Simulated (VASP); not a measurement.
# Sn: relaxation of cell and atoms with PBE

Crystal: Sn.

```
CELL_PARAMETERS angstrom
0.00000 3.32732 3.32732
3.32732 0.00000 3.32732
3.32732 3.32732 0.00000
ATOMIC_POSITIONS crystal
Sn 0.00000 0.00000 0.00000
Sn 0.25000 0.25000 0.25000
```

```json
{
  "Program": "VASP 6.6.1",
  "Task": "relaxation of cell and atoms",
  "Functional": "PBE",
  "Potentials or basis": "VASP PAW PBE potentials, release 64 (Sn_d)",
  "Cutoff": "600 eV",
  "k mesh": "12 × 12 × 12",
  "Occupations": "gaussian, width 0.1 eV",
  "Spin": "no spin polarisation",
  "Dipole correction": "no",
  "Further INCAR settings": "ALGO = Fast; EDIFF = 1e-07; IBRION = 2; EDIFFG = -0.005; NSW = 100; ISIF = 3"
}
```

The pressure after relaxing is 0.0 GPa and the band gap on the k mesh is zero (band 14 reaches 4.96 eV, above the bottom of band 15 at 4.73 eV).

Final structure:
```xyz
2
Lattice="0.0000 3.3273 3.3273 3.3273 0.0000 3.3273 3.3273 3.3273 0.0000" Properties=species:S:1:pos:R:3 pbc="T T T"
Sn    0.0000    0.0000    0.0000
Sn    1.6637    1.6637    1.6637
```

Levels at points of the mesh, in eV from the Fermi level:
| k point | band 11 | band 12 | band 13 | band 14 | band 15 | band 16 | band 17 | band 18 |
| --- | --- | --- | --- | --- | --- | --- | --- | --- |
| (0.00, 0.00, 0.00) | -10.10 | -1.13 | 0.11 | 0.11 | 0.11 | 2.17 | 2.17 | 2.17 |
| (0.50, 0.00, 0.00) | -8.62 | -6.01 | -0.98 | -0.98 | -0.12 | 3.22 | 3.22 | 5.71 |
| (0.50, 0.50, 0.00) | -7.25 | -7.25 | -2.20 | -2.20 | 0.92 | 0.92 | 7.28 | 7.28 |

Wall time 120 s on 1 thread of Intel(R) Xeon(R) Platinum 8375C CPU @ 2.90GHz (Ice Lake), on a shared host, peak memory 0.29 GiB.

Caveat: the relaxation stopped at its first step, so nothing moved; spin-orbit coupling is left out, which moves the levels of the heavy elements.
